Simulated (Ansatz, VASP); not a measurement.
## HfB in VASP and in Ansatz

File INCAR:

```
PREC = Accurate
ENCUT = 520
EDIFF = 1E-6
ISMEAR = -1
SIGMA = 0.05
LREAL = F
LASPH = T
NELM = 60
ALGO = Normal
ISIF = 2
LWAVE = F
LCHARG = T
LELF = T
LVHAR = T
NBANDS = 14
```

File KPOINTS:

```
Automatic mesh
0
Gamma
  15 15 15
```

The input POSCAR:

```
HfB
1.0
    0.0000000000      2.3100000000      2.2638000000
    2.3100000000      0.0000000000      2.2638000000
    2.3100000000      2.3100000000      0.0000000000
Hf B
1 1
Direct
    0.5000000000      0.5000000000      0.5000000000
    0.0000000000      0.0000000000      0.0000000000
```

Input for Ansatz:

```yaml
crystal:
  lattice:
    - [0.0, 2.31, 2.2638]
    - [2.31, 0.0, 2.2638]
    - [2.31, 2.31, 0.0]
  atoms:
    - { symbol: Hf, position: [0.5, 0.5, 0.5] }
    - { symbol: B, position: [0.0, 0.0, 0.0] }
kpoints:
  mp_grid: { grid: [15, 15, 15] }
  band_path:
    path:
      - [0.0, 0.0, 0.0]
      - [0.0, 0.5, 0.5]
      - [0.25, 0.75, 0.5]
      - [0.0, 0.5, 0.0]
      - [0.0, 0.0, 0.0]
      - [0.5, 0.5, 0.0]
      - [0.3801541025, 0.6198458975, 0.0]
      - [-0.3801541025, 0.3801541025, 0.0]
      - [0.0, 0.0, 0.0]
    npoints: 5
scf:
  occupations: { method: fermi_dirac, width: 0.05 }
hamiltonian:
  xc: lda
  pseudopotentials: { kind: all_electron, lapw: { basis_error: 0.00025 } }
output:
  forces: true
  stress: true
  eigenvalues: true
```

Change from the starting cell: zz strain of -2 %.

Alike in both runs: task single point; functional LDA; k mesh 15 × 15 × 15; occupations fermi-dirac, width 0.05 eV; no spin polarisation.

|  | VASP | Ansatz |
| --- | --- | --- |
| version | VASP 6.6.1 | Ansatz 0.2.0 |
| potentials or method | VASP PAW LDA potentials, release 64 (Hf_pv, B), cutoff 520 eV | all-electron LAPW, scalar-relativistic |

Ansatz gave:

| Property | Result |
| --- | --- |
| pressure (GPa) | 23.8 |
| traceless stress, the component that is largest in VASP (GPa) | 7.05 |

Problem. Estimate VASP's values.

Solution. Pressure (GPa): 25.7; traceless stress, the component that is largest in VASP (GPa): 7.19.

LDA's correlation is that of Perdew and Zunger in VASP and of Perdew and Wang (1992) in Ansatz. Ansatz ran all-electron here, and VASP with PAW potentials.

Spin-orbit coupling is off throughout.
